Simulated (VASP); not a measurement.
The system is MoS2.

```xyz
6
Lattice="3.1610 0.0000 0.0000 -1.5805 2.7375 0.0000 0.0000 0.0000 12.2950" Properties=species:S:1:pos:R:3 pbc="T T T"
Mo    0.0000    1.8250    3.0737
Mo    1.5805    0.9125    9.2212
S     0.0000    1.8250    7.7151
S     1.5805    0.9125    1.5676
S     0.0000    1.8250   10.7274
S     1.5805    0.9125    4.5799
```

| Property | Result |
| --- | --- |
| Program | VASP 6.6.1 |
| Task | relaxation of the atoms |
| Functional | PBE |
| Potentials or basis | VASP PAW PBE potentials, release 64 (Mo_sv, S) |
| Cutoff | 520 eV |
| k mesh | 9 × 9 × 3 |
| Occupations | gaussian, width 0.01 eV |
| Spin | no spin polarisation |

At the start: pressure 8.7 GPa; volume 17.73 Å³/atom.

Problem. How do energy, volume and symmetry change on relaxing?

Solution. Over 3 steps the energy falls by 22.3 meV/atom; space group P6_3/mmc (No. 194, to 0.05 Å).

The path:
```csv
step,energy change (eV),largest force (eV/Å),pressure (GPa)
1,0.0000,1.1981,8.71
2,-0.1339,0.0097,2.76
3,-0.1340,0.0001,2.81
```

Final structure:
```
Mo S
1.0
     3.16100    0.00000    0.00000
    -1.58050    2.73751    0.00000
     0.00000    0.00000   12.29500
Mo S
2 4
Cartesian
  0.0000 1.8250 3.0737
  1.5805 0.9125 9.2212
  0.0000 1.8250 7.6578
  1.5805 0.9125 1.5103
  0.0000 1.8250 10.7847
  1.5805 0.9125 4.6372
```

Against the measured gap of MoS2, 1.3 eV (indirect; 300 K; “Multiwavelength excitation Raman Scattering Analysis of bulk and 2 dimensional MoS2: Vibrational properties of atomically thin MoS2 layers”, 2015, arxiv:1506.03228), the calculated 0.97 eV is off by -0.33 eV. Spin-orbit coupling on Mo is left out. The value is that of PBE on a finite k mesh, which can miss the band edges, without temperature or zero-point motion. Semilocal functionals fall short of measured gaps as a rule.

Caveat: this functional lacks dispersion, which binds the layers, so the pressure and a relaxed spacing across them are unreliable.
